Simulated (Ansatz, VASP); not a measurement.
Ti: VASP beside Ansatz

Contents of POSCAR:

```
Ti
1.0
   -1.6365852929      1.6365852929      1.6365852929
    1.6365852929     -1.6365852929      1.6365852929
    1.6365852929      1.6365852929     -1.6365852929
Ti
1
Direct
    0.0000000000      0.0000000000      0.0000000000
```

The input INCAR.step1:

```
SYSTEM = Ti
PREC     = Accurate       ! precision mode
ENCUT    = 520            ! plane-wave cutoff, eV
ISMEAR   = -1             ! smearing method
SIGMA    = 0.05           ! smearing width, eV
LREAL    = .FALSE.        ! projectors in reciprocal space
LASPH    = .TRUE.         ! aspherical terms in the spheres
NELM     = 100            ! most SCF steps
NBANDS   = 12             ! bands
GGA      = PE             ! functional
ALGO     = Normal         ! electronic algorithm
EDIFF    = 1E-4           ! SCF threshold, eV
LWAVE    = .TRUE.         ! write WAVECAR
LCHARG   = .FALSE.        ! write CHGCAR
```

File INCAR.step2:

```
SYSTEM = Ti
PREC     = Accurate       ! precision mode
ENCUT    = 520            ! plane-wave cutoff, eV
EDIFF    = 1E-8           ! SCF threshold, eV
ISMEAR   = -1             ! smearing method
SIGMA    = 0.05           ! smearing width, eV
LREAL    = .FALSE.        ! projectors in reciprocal space
LASPH    = .TRUE.         ! aspherical terms in the spheres
NELM     = 100            ! most SCF steps
ALGO     = Normal         ! electronic algorithm
ISIF     = 2              ! what is computed and relaxed
LWAVE    = .FALSE.        ! write WAVECAR
LCHARG   = .FALSE.        ! write CHGCAR
METAGGA  = R2SCAN         ! meta-GGA
LMIXTAU  = .TRUE.       
LEFG     = .TRUE.       
NBANDS   = 12             ! bands
ISTART   = 1
```

KPOINTS

```
Automatic mesh
0
G
  18 18 18
  0 0 0
```

Input for Ansatz:

```yaml
crystal:
  lattice:
    - [-1.6365852929, 1.6365852929, 1.6365852929]
    - [1.6365852929, -1.6365852929, 1.6365852929]
    - [1.6365852929, 1.6365852929, -1.6365852929]
  atoms:
    - { symbol: Ti, position: [0.0, 0.0, 0.0] }
kpoints:
  mp_grid: { grid: [18, 18, 18] }
scf:
  occupations: { method: fermi_dirac, width: 0.05 }
hamiltonian:
  xc: r2scan
  pseudopotentials: { kind: paw }
output:
  forces: true
  stress: true
  eigenvalues: true
  efg: { contact_densities: true }
```

Change from the starting cell: volume scaled by 1.02, PAW files.

Alike in both runs: task electric field gradients; functional r2SCAN; k mesh 18 × 18 × 18; occupations fermi-dirac, width 0.05 eV; no spin polarisation.

|  | VASP | Ansatz |
| --- | --- | --- |
| version | VASP 6.6.1 | Ansatz 0.2.0 |
| potentials or method | VASP PAW PBE potentials, release 64 (Ti_sv) | PAW with Ansatz's default frozen-core files, scalar-relativistic |
| plane-wave cutoff (eV) | 520 | 500 |
| valence electrons in the cell | 12 | 12 |

|  | VASP | Ansatz | Ansatz less VASP |
| --- | --- | --- | --- |
| pressure (GPa) | -1.7 | -2.1 | -0.41 |

VASP's potentials were made for PBE, not for r2SCAN.
